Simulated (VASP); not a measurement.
Wanted: the native input for a VASP 6.6.1 run.

- Task: relaxation of cell and atoms
- Functional: PBE
- Potentials or basis: VASP PAW PBE potentials, release 64 (P, Sb, Ga_d)
- Cutoff: 600 eV
- k mesh: 6 × 6 × 2
- Occupations: fermi-dirac, width 0.02 eV
- Spin: no spin polarisation
- Dipole correction: no
- Further INCAR settings: ALGO = Normal; EDIFF = 1e-06; IBRION = 2; EDIFFG = -0.005; NSW = 80; ISIF = 3

The structure of Ga3Sb2P lies in POSCAR:

```
Ga3Sb2P
1.0
    4.0457949916      0.0000000000      0.0000000000
   -2.0228974958      3.5037612412      0.0000000000
    0.0000000000      0.0000000000      9.9101333333
P Sb Ga
1 2 3
Direct
    0.0000000000      0.0000000000      0.0000000000
    0.3333333333      0.6666666667      0.3333333333
    0.6666666667      0.3333333333      0.6666666667
    0.3333333333      0.6666666667      0.0833333333
    0.6666666667      0.3333333333      0.4166666667
    0.0000000000      0.0000000000      0.7500000000
```

The input as run:

INCAR

```
  PREC = Accurate
  ENCUT = 600
  EDIFF = 1E-6
  ISMEAR = -1
  SIGMA = 0.02
  LREAL = False
  LASPH = True
  NELM = 60
  ALGO = Normal
  ISIF = 3
  LWAVE = False
  LCHARG = False
  GGA = PE
  IBRION = 2
  NSW = 80
  EDIFFG = -0.005
```

KPOINTS

```
regular mesh
0
Gamma
  6 6 2
```

Potentials or basis: VASP PAW PBE potentials, release 64 (P, Sb, Ga_d).

Command:

```bash
$ cat potpaw_PBE.64/P/POTCAR potpaw_PBE.64/Sb/POTCAR potpaw_PBE.64/Ga_d/POTCAR > POTCAR
$ mpirun -np 1 vasp_std > vasp.out
```

Results of the run:

The relaxed volume is 26.91 Å³/atom and the relaxed cell is a = 4.240 Å, b = 4.240 Å, c = 10.370 Å, α = 90.00°, β = 90.00°, γ = 120.00°. The space group after relaxing (to 0.1 Å) is P3m1 (No. 156). The energy gained by relaxing is 165.8 meV/atom. The ionic steps are 22, the pressure after relaxing is 0.0 GPa and the largest force after relaxing is 0.004 eV/Å. The band gap on the k mesh is zero (bands 27 and 28 overlap by 0.20 eV).

Caveat: semilocal functionals underestimate gaps, and a narrow one can read as zero; spin-orbit coupling is left out, which moves the levels of the heavy elements.

Wall time 7.6 min on 1 thread of AMD EPYC 9R45 (Zen 5), on a shared host, peak memory 0.29 GiB.
